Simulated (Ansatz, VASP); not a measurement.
PbS in VASP and in Ansatz

Contents of INCAR:

```
PREC = Accurate
ENCUT = 500
EDIFF = 1E-6
ISMEAR = 0
SIGMA = 0.02
LREAL = F
LASPH = T
NELM = 120
ALGO = Normal
ISIF = 2
LWAVE = F
LCHARG = F
GGA = RP
NBANDS = 17
GGA_COMPAT = F
```

File KPOINTS:

```
regular mesh
0
Gamma
  6 6 6
```

POSCAR

```
PbS
1.0
    0.0000000000      2.9679283540      2.9679283540
    2.9679283540      0.0000000000      2.9679283540
    2.9679283540      2.9679283540      0.0000000000
Pb S
1 1
Direct
    0.0000000000      0.0000000000      0.0000000000
    0.5000000000      0.5000000000      0.5000000000
```

Input for Ansatz:

```yaml
crystal:
  lattice:
    - [0.0, 2.967928354, 2.967928354]
    - [2.967928354, 0.0, 2.967928354]
    - [2.967928354, 2.967928354, 0.0]
  atoms:
    - { symbol: Pb, position: [0.0, 0.0, 0.0] }
    - { symbol: S, position: [0.5, 0.5, 0.5] }
basis:
  xc_grid: 2
kpoints:
  mp_grid: { grid: [6, 6, 6] }
hamiltonian:
  xc: rpbe
scf:
  occupations: { method: gaussian, width: 0.02 }
output:
  forces: true
  eigenvalues: true
  stress: true
```

Alike in both runs: task single point; functional RPBE; k mesh 6 × 6 × 6; occupations gaussian, width 0.02 eV; no spin polarisation.

```csv
,VASP,Ansatz
version,VASP 6.6.1,Ansatz 0.2.0
potentials or method,"VASP PAW PBE potentials, release 64 (Pb_d, S)","scalar-relativistic, plane waves, PAW"
plane-wave cutoff (eV),500,420
valence electrons in the cell,20,20
```

|  | VASP | Ansatz | Ansatz less VASP |
| --- | --- | --- | --- |
| gap on the k mesh at the Fermi level (eV) | 0.47 | 0.46 | -0.007 |
| pressure (GPa) | 3.9 | 4.0 | +0.09 |

VASP's potentials were made for PBE, not for RPBE. The functional is the same, so the differences come from potentials, cutoffs and numerics.

Spin-orbit coupling is off throughout.
